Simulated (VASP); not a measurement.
# InB2As3 (Cmmm) in VASP: notebook, part 2 of 2

VASP 6.6.1. Earlier steps stand in the parts before.

## 3. Relaxation of cell and atoms, PBE

This run uses another cell than the first one, of 21.42 Å³/atom.

INCAR reads:

```
PREC = Accurate
ENCUT = 600
EDIFF = 1E-7
ISMEAR = 0
SIGMA = 0.1
LREAL = F
LASPH = T
NELM = 60
ALGO = Normal
ISIF = 3
LWAVE = F
LCHARG = F
GGA = PE
IBRION = 2
NSW = 90
EDIFFG = -0.04
```

KPOINTS reads:

```
Automatic mesh
0
Gamma
  6 6 4
```

POSCAR reads:

```
InB2As3
1.0
    1.8410992792     -6.6989335198      0.0000000000
    1.8410992792      6.6989335198      0.0000000000
    0.0000000000      0.0000000000      5.2110750090
In B As
1 2 3
Direct
    0.0000000000      0.0000000000      0.0000000000
    0.0815660224      0.9184339776      0.5000000000
    0.9184339776      0.0815660224      0.5000000000
    0.5000000000      0.5000000000      0.5000000000
    0.3082395397      0.6917604603      0.0000000000
    0.6917604603      0.3082395397      0.0000000000
```

Potentials or basis: VASP PAW PBE potentials, release 64 (In_d, B, As).

Launch:

```sh
$ cat potpaw_PBE.64/In_d/POTCAR potpaw_PBE.64/B/POTCAR potpaw_PBE.64/As/POTCAR > POTCAR
$ mpirun -np 1 vasp_std > vasp.out
```

OUTCAR:

```text
PREC = Accurate
   ENCUT = 600
   EDIFF = 1E-7
   ISMEAR = 0
   LREAL = F
   LASPH = T
   NELM = 60
   ISIF = 3
   GGA = PE
   IBRION = 2
   NSW = 90
   EDIFFG = -0.04

 ion  position               nearest neighbor table
   1  0.000  0.000  0.000-   2 2.83   3 2.83   2 2.83   3 2.83   6 3.16   5 3.16   6 3.16   5 3.16
                             4 3.19   4 3.19   4 3.19   4 3.19
   2  0.082  0.918  0.500-   4 2.14   4 2.14   1 2.83   1 2.83
   3  0.918  0.082  0.500-   4 2.14   4 2.14   1 2.83   1 2.83
   4  0.500  0.500  0.500-   2 2.14   3 2.14   2 2.14   3 2.14   1 3.19   1 3.19   1 3.19   1 3.19

   5  0.308  0.692  0.000-   6 2.41   6 2.41   1 3.16   1 3.16
   6  0.692  0.308  0.000-   5 2.41   5 2.41   1 3.16   1 3.16

  LATTYP: Found a base centered orthorhombic cell.
 ALAT       =     3.6821985584
 B/A-ratio  =     3.6385509437
 C/A-ratio  =     1.4152074980

  Lattice vectors:

 A1 = (   1.8410992792,  -6.6989335198,   0.0000000000)
 A2 = (   1.8410992792,   6.6989335198,   0.0000000000)
 A3 = (   0.0000000000,   0.0000000000,   5.2110750090)

Analysis of symmetry for initial positions (statically):
=====================================================================
 Subroutine PRICEL returns:
 Original cell was already a primitive cell.

 Routine SETGRP: Setting up the symmetry group for a
 base centered orthorhombic supercell.

 Subroutine GETGRP returns: Found  8 space group operations
 (whereof  8 operations were pure point group operations)
 out of a pool of  8 trial point group operations.

[... 283 lines left out ...]
  FREE ENERGIE OF THE ION-ELECTRON SYSTEM (eV)
  ---------------------------------------------------
  free  energy   TOTEN  =       -22.6606509184 eV

  energy  without entropy=      -22.6418389603  energy(sigma->0) =      -22.65124494

 E-fermi :   4.3552     XC(G=0):  -9.6360

 val. band max:        4.3534763217   @ k =   0.5000  -0.0000   0.0000
 cond. band min:       4.3565716211   @ k =   0.1667  -0.0000   0.5000
 fundamental gap:      0.0030952994
 Fermi energy:         4.3551896181

 k-point     1 :       0.0000    0.0000    0.0000
  band No.  band energies     occupation
      1     -10.4101      2.00000
      2     -10.2351      2.00000
      3     -10.1091      2.00000
      4     -10.0785      2.00000
      5     -10.0445      2.00000
      6      -9.4657      2.00000
[... 565 lines left out ...]
     20       6.1442      0.00000
     21       6.6379      0.00000

 [... further k-points ...]

[... ionic steps 4 to 8 ...]

--------------------------------------- Ionic step        9  -------------------------------------------

 number of electron      34.0000001 magnetization

------------------------ aborting loop because EDIFF is reached ----------------------------------------
[... 75 lines left out ...]
--------------------------------------- Ionic step       11  -------------------------------------------

 number of electron      33.9999999 magnetization

 Free energy of the ion-electron system (eV)
  ---------------------------------------------------
  ext. energy  EPLUGINS =         0.00000000
  ---------------------------------------------------
  free energy    TOTEN  =       -22.75723925 eV

  energy without entropy =      -22.73843778  energy(sigma->0) =      -22.74783851

 E-fermi :   4.2208     XC(G=0):  -9.5740

 val. band max:        4.1935694045   @ k =   0.0000   0.0000   0.2500
 cond. band min:       4.2363986998   @ k =   0.1667  -0.0000   0.5000
 fundamental gap:      0.0428292953
 Fermi energy:         4.2207863100

 k-point     1 :       0.0000    0.0000    0.0000
  band No.  band energies     occupation
      1     -10.5057      2.00000
      2     -10.3454      2.00000
      3     -10.2269      2.00000
      4     -10.1998      2.00000
      5     -10.1685      2.00000
      6      -9.4674      2.00000
[... 600 lines left out ...]
  FREE ENERGIE OF THE ION-ELECTRON SYSTEM (eV)
  ---------------------------------------------------
  free  energy   TOTEN  =       -22.7572392517 eV

  energy  without entropy=      -22.7384377774  energy(sigma->0) =      -22.74783851

 reached required accuracy - stopping structural energy minimisation
```

OSZICAR:

```text
N       E                     dE             d eps       ncg     rms          rms(c)
DAV:   1     0.249191440835E+03    0.24919E+03   -0.15586E+04  1638   0.171E+03
DAV:   2     0.571420800689E+01   -0.24348E+03   -0.23611E+03  1720   0.362E+02
DAV:   3    -0.218503411320E+02   -0.27565E+02   -0.26274E+02  2119   0.119E+02
[... 114 lines left out ...]
DAV:   4    -0.227572379103E+02    0.22062E-05   -0.33920E-05  1911   0.518E-02    0.164E-02
DAV:   5    -0.227572386249E+02   -0.71467E-06   -0.57154E-06  2171   0.202E-02    0.415E-03
DAV:   6    -0.227572390582E+02   -0.43327E-06   -0.79064E-07  2363   0.794E-03    0.227E-03
DAV:   7    -0.227572392059E+02   -0.14768E-06   -0.56229E-08  1099   0.220E-03    0.679E-04
DAV:   8    -0.227572392517E+02   -0.45838E-07   -0.22249E-08  1019   0.135E-03
  11 F= -.22757239E+02 E0= -.22747839E+02  d E =-.136541E-01
```

Wall time 13 min (1 thread of Intel Xeon 6975P-C (Granite Rapids), shared host); peak memory 0.47 GiB.

What came out:

```yaml
Free_energy: -22.7572 eV
Relaxed_volume: 20.65 Å³/atom
Relaxed_cell: a = 7.348 Å, b = 7.348 Å, c = 5.023 Å, α = 90.00°, β = 90.00°, γ = 152.82°
Space_group_after_relaxing_to_0.1_Å: Cmmm (No. 65)
Energy_gained_by_relaxing: 27.8 meV/atom
Ionic_steps: 11
Pressure_after_relaxing: 0.0 GPa
Largest_force_after_relaxing: 0.027 eV/Å
Band_gap_on_the_k_mesh: zero (bands 17 and 18 overlap by 2.71 eV)
```

Forces on the atoms (eV/Å):
```
In   0.000  0.000  0.000
B    0.000 -0.023  0.000
B    0.000  0.023  0.000
As   0.000  0.000  0.000
As   0.000 -0.027  0.000
As   0.000  0.027  0.000
```

Step by step:
| step | energy change (eV) | largest force (eV/Å) | pressure (GPa) | volume (Å³) |
| --- | --- | --- | --- | --- |
| 1 | 0.0000 | 0.3860 | 0.07 | 128.54 |
| 2 | -0.0385 | 0.3581 | -0.24 | 128.71 |
| 3 | -0.0705 | 0.3608 | -0.66 | 128.95 |
| 4 | -0.1007 | 0.2798 | 0.11 | 127.08 |
| 5 | -0.1293 | 0.4303 | 1.74 | 122.52 |
| 6 | -0.1409 | 0.4381 | 1.56 | 122.40 |
| 7 | -0.1528 | 0.4614 | 1.20 | 122.14 |
| 8 | -0.1534 | 0.4706 | 1.09 | 122.06 |
| 9 | -0.1604 | 0.3333 | 0.75 | 122.60 |
| 10 | -0.1666 | 0.0472 | -0.22 | 124.22 |
| 11 | -0.1671 | 0.0274 | -0.02 | 123.89 |

Final structure:
```
CELL_PARAMETERS angstrom
1.72652 -7.14243 0.00000
1.72652 7.14243 0.00000
0.00000 0.00000 5.02317
ATOMIC_POSITIONS crystal
In 0.00000 0.00000 0.00000
B 0.09638 0.90362 0.50000
B 0.90362 0.09638 0.50000
As 0.50000 0.50000 0.50000
As 0.30906 0.69094 0.00000
As 0.69094 0.30906 0.00000
```

Levels at points of the mesh, in eV from the Fermi level:
| k point | band 13 | band 14 | band 15 | band 16 | band 17 | band 18 | band 19 | band 20 | band 21 |
| --- | --- | --- | --- | --- | --- | --- | --- | --- | --- |
| (0.00, 0.00, 0.00) | -2.46 | -2.24 | -1.34 | -0.94 | -0.13 | 1.12 | 1.20 | 1.27 | 1.79 |
| (0.50, 0.00, 0.00) | -3.31 | -1.89 | -1.78 | -1.55 | -0.48 | -0.33 | -0.08 | 0.04 | 1.23 |
| (0.50, 0.50, 0.00) | -2.92 | -2.25 | -1.93 | -1.22 | 0.52 | 0.90 | 1.20 | 1.40 | 1.51 |
| (0.00, 0.00, 0.50) | -1.26 | -0.80 | -0.67 | -0.63 | 0.33 | 1.21 | 1.64 | 1.66 | 2.95 |
| (0.50, 0.00, 0.50) | -4.43 | -3.05 | -2.76 | -1.27 | -0.96 | -0.07 | 0.32 | 2.42 | 2.95 |
| (0.50, 0.50, 0.50) | -2.74 | -2.66 | -1.30 | 0.35 | 1.29 | 1.55 | 1.68 | 2.07 | 2.35 |

Caveat: spin-orbit coupling is left out, which moves the levels of the heavy elements.

## 4. Single point, PBE

This run uses another cell than the first one, of 20.40 Å³/atom.

INCAR reads:

```
PREC = Accurate
ENCUT = 520
EDIFF = 1E-7
ISMEAR = 0
SIGMA = 0.1
LREAL = False
LASPH = True
NELM = 100
ALGO = Normal
ISIF = 2
LWAVE = False
LCHARG = False
GGA = PE
NBANDS = 26
```

KPOINTS reads:

```
regular mesh
0
Gamma
  12 12 8
```

POSCAR reads:

```
InB2As3
1.0
    1.7132676638     -7.2661500976      0.0000000000
    1.7132676638      7.2661500976      0.0000000000
    0.0000000000      0.0000000000      4.9169450469
In B As
1 2 3
Direct
    0.0000000000      0.0000000000      0.0000000000
    0.0961016711      0.9038983289      0.5000000000
    0.9038983289      0.0961016711      0.5000000000
    0.5000000000      0.5000000000      0.5000000000
    0.3082131090      0.6917868910      0.0000000000
    0.6917868910      0.3082131090      0.0000000000
```

Launch:

```sh
$ cat potpaw_PBE.64/In_d/POTCAR potpaw_PBE.64/B/POTCAR potpaw_PBE.64/As/POTCAR > POTCAR
$ mpirun -np 1 vasp_std > vasp.out
```

Wall time 10 min (1 thread of Intel Xeon 6975P-C (Granite Rapids), shared host); peak memory 0.82 GiB.

Results (log left out):

```
Free energy            : -22.8034 eV
Pressure               : 0.2 GPa
Largest force          : 0.063 eV/Å
Band gap on the k mesh : zero (bands 17 and 18 overlap by 3.05 eV)
```

Forces on the atoms (eV/Å):
```
In   0.000  0.000  0.000
B    0.000 -0.024  0.000
B    0.000  0.024  0.000
As   0.000  0.000  0.000
As   0.000 -0.063  0.000
As   0.000  0.063  0.000
```

Stress tensor (GPa, compression positive):
```
0.24 0.00 0.00
0.00 0.21 0.00
0.00 0.00 0.00
```

Levels at points of the mesh, in eV from the Fermi level:
```csv
k point,band 13,band 14,band 15,band 16,band 17,band 18,band 19,band 20,band 21,band 22
"(0.00, 0.00, 0.00)",-2.60,-2.28,-1.22,-0.97,-0.17,1.04,1.13,1.31,1.76,3.51
"(0.50, 0.00, 0.00)",-3.30,-1.91,-1.76,-1.42,-0.56,-0.26,-0.10,0.05,1.17,2.00
"(0.50, 0.50, 0.00)",-2.91,-2.18,-2.02,-1.10,0.37,0.96,1.10,1.28,1.46,3.27
"(0.00, 0.00, 0.50)",-1.13,-0.88,-0.83,-0.64,0.08,1.26,1.60,1.87,3.07,3.35
"(0.50, 0.00, 0.50)",-4.56,-3.11,-2.92,-1.37,-1.03,-0.22,0.25,2.20,2.81,3.76
"(0.50, 0.50, 0.50)",-2.93,-2.61,-1.17,0.41,1.55,1.63,1.64,2.04,2.34,2.69
```

Caveat: spin-orbit coupling is left out, which moves the levels of the heavy elements.

## 5. Overview

| task | cell | k mesh | cutoff (eV) | gap on the mesh (eV) | pressure (GPa) | relaxed volume (Å³/atom) | largest force (eV/Å) |
| --- | --- | --- | --- | --- | --- | --- | --- |
| relaxation of cell and atoms | relaxed from a = 7.129, b = 7.129, c = 4.210 Å, angles 90.0, 90.0, 146.8°, 6 atoms, atomic positions A | 4 × 4 × 4 | 600 | none | 0.0 | 23.04 | 0.01 |
| relaxation of cell and atoms | relaxed from a = 6.947, b = 6.947, c = 5.211 Å, angles 90.0, 90.0, 149.3°, 6 atoms, atomic positions B | 6 × 6 × 4 | 600 | none | 0.0 | 20.65 | 0.03 |
| single point | a = 7.465, b = 7.465, c = 4.917 Å, angles 90.0, 90.0, 153.5°, 6 atoms, atomic positions C | 12 × 12 × 8 | 520 | none | 0.2 | - | 0.06 |

Alike in all rows: level PBE; potentials or basis VASP PAW PBE potentials, release 64 (In_d, B, As); no spin polarisation; smearing gaussian 0.1 eV.

Caveats: some runs use coarse meshes; spin-orbit coupling is left out, which moves the levels of the heavy elements; the volume moved by over 15 % at a fixed basis, so the end points are rough (at least some runs); semilocal functionals underestimate gaps, so a narrow gap can read as zero (at least some runs).

Absolute energies hang on the potentials; compare differences alone.
